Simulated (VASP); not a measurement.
MgS:

```
Mg S
1.0
     0.00000    2.56692    2.56692
     2.56692    0.00000    2.56692
     2.56692    2.56692    0.00000
Mg S
1 1
Direct
  0.00000 0.00000 0.00000
  0.50000 0.50000 0.50000
```

This cell differs from its parent crystal: strain -1.3%.

Base run:

```yaml
Program: VASP 6.6.1
Functional: r2SCAN
Potentials_or_basis: VASP PAW PBE potentials, release 64 (Mg, S)
Cutoff: 520 eV
k_mesh: 8 × 8 × 8
Occupations: gaussian, width 0.01 eV
Spin: no spin polarisation
```

Its results: band gap on the k mesh 3.52 eV (least direct gap 4.96 eV); pressure 3.0 GPa.

Question: The run is repeated on the same cell with these changes: functional from r2SCAN to HSE06; k mesh from 8 × 8 × 8 to 6 × 6 × 6. What comes out?

Answer: Band gap on the k mesh 3.85 eV (least direct gap 5.15 eV); pressure 2.7 GPa.

Several settings changed at once.

Caveats: the PAW data sets were made with another functional, which shifts forces and pressure a little.

A k mesh can miss the band edges.
